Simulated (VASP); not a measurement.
A run of VASP 6.6.1 is set up as follows.

Contents of INCAR:

```
ALGO = Normal
EDIFF = 1E-8
ENCUT = 520
GGA = PE
ISIF = 2
ISMEAR = -1
LASPH = T
LCHARG = F
LEFG = T
LREAL = F
LWAVE = F
NBANDS = 26
NELM = 60
PREC = Accurate
SIGMA = 0.03
```

KPOINTS

```
k-points
0
Gamma
  12 12 7
```

Contents of POSCAR:

```
NbP
1.0
    3.4419331712      0.0000000000      0.0000000000
   -1.7209665856      2.9808015644      0.0000000000
    0.0000000000      0.0000000000      7.6750351891
Nb P
2 2
Direct
    0.3333333333      0.6666666667      0.0304951889
    0.6666666667      0.3333333333      0.5304951889
    0.3333333333      0.6666666667      0.3455048111
    0.6666666667      0.3333333333      0.8455048111
```

Potentials or basis: VASP PAW PBE potentials, release 64 (Nb_sv, P).

Run with:

```console
$ cat potpaw_PBE.64/Nb_sv/POTCAR potpaw_PBE.64/P/POTCAR > POTCAR
$ mpirun -np 1 vasp_std > vasp.out
```

(1) Estimate the pressure.

(2) Estimate the band gap on the k mesh.

(3) Predict the largest force.

Answers

(1) -0.3 GPa.

(2) zero (bands 18 and 19 overlap by 0.45 eV).

(3) 0.012 eV/Å.

Caveat: without QUAD_EFG the Cq values of the log hold for a quadrupole moment of 1 mb, not for the nuclei.
